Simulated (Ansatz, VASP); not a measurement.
## Ni: VASP beside Ansatz

The input INCAR:

```
SYSTEM = Ni
ALGO = Normal ; DIPOL = 0.5 0.5 0.500
EDIFF = 1E-6 ; ENCUT = 520
GGA = PS ; IDIPOL = 3
ISIF = 2 ; ISMEAR = 0
ISPIN = 2 ; LASPH = .TRUE.
LCHARG = .FALSE. ; LDIPOL = .TRUE.
LMAXMIX = 4 ; LORBIT = 11
LREAL = .FALSE. ; LWAVE = .FALSE.
MAGMOM = 0.73 0.73 0.73 0.73 0.73 0.73 ; NBANDS = 43
NELM = 150 ; PREC = Accurate
SIGMA = 0.1
```

Contents of KPOINTS:

```
k-points
0
G
  15 15 1
  0 0 0
```

The input POSCAR:

```
Ni
1.0
    2.4488173384      0.0000000000      0.0000000000
   -1.2244086692      2.1207380243      0.0000000000
    0.0000000000      0.0000000000     24.9972549205
Ni
6
Direct
    0.6666666667      0.3333333333      0.3000329446
    0.3333333333      0.6666666667      0.3800197667
    0.0000000000      0.0000000000      0.4600065889
    0.6666666667      0.3333333333      0.5399934111
    0.3333333333      0.6666666667      0.6199802333
    0.0000000000      0.0000000000      0.6999670554
```

Input for Ansatz:

```yaml
crystal:
  lattice:
    - [2.4488173384, 0.0, 0.0]
    - [-1.2244086692, 2.1207380243, 0.0]
    - [0.0, 0.0, 24.9972549205]
  atoms:
    - { symbol: Ni, position: [0.6666666667, 0.3333333333, 0.3000329446], spin: 0.73 }
    - { symbol: Ni, position: [0.3333333333, 0.6666666667, 0.3800197667], spin: 0.73 }
    - { symbol: Ni, position: [0.0, 0.0, 0.4600065889], spin: 0.73 }
    - { symbol: Ni, position: [0.6666666667, 0.3333333333, 0.5399934111], spin: 0.73 }
    - { symbol: Ni, position: [0.3333333333, 0.6666666667, 0.6199802333], spin: 0.73 }
    - { symbol: Ni, position: [0.0, 0.0, 0.6999670554], spin: 0.73 }
basis:
  ecutwfc: 420
kpoints:
  mp_grid: { grid: [15, 15, 1] }
hamiltonian:
  xc: pbesol
scf:
  occupations: { method: gaussian, width: 0.1 }
output:
  forces: true
  stress: true
  eigenvalues: true
  populations: true
  write_density: true
  write_potential: true
  elf: true
  volumetric_format: npy
magnetization:
  spin_polarized: true
efield:
  axis: 3
  dipole_correction: true
  ramp_width: 0.04
```

Alike in both runs: task single point; functional PBEsol; k mesh 15 × 15 × 1; occupations gaussian, width 0.1 eV; collinear spin.

|  | VASP | Ansatz |
| --- | --- | --- |
| version | VASP 6.6.1 | Ansatz 0.2.0 |
| potentials or method | VASP PAW PBE potentials, release 64 (Ni), cutoff 520 eV | scalar-relativistic, plane waves, PAW |
| valence electrons in the cell | 60 | 108 |

```csv
,VASP,Ansatz,Ansatz less VASP
gap on the k mesh at the Fermi level (eV),none,none,-
rms of the force components (eV/Å),0.075,0.077,+0.0022
net moment per atom (μB),0.65,0.66,+0.011
size of the moment on the site where the two differ most (μB),0.66,0.70,+0.042
```

VASP's potentials were made for PBE, not for PBEsol. Site moments also hang on the region over which each program counts them. Atom by atom the forces differ by 0.003 eV/Å (rms over components). A gap of «none» marks a metal or a gap that the smearing closes. The functional is the same, so the differences come from potentials, cutoffs and numerics. VASP's potentials hold 60 valence electrons a cell and Ansatz's 108, so a difference there can come from the potentials and not from the codes. Ansatz's warnings: xc potential rough in thin density.
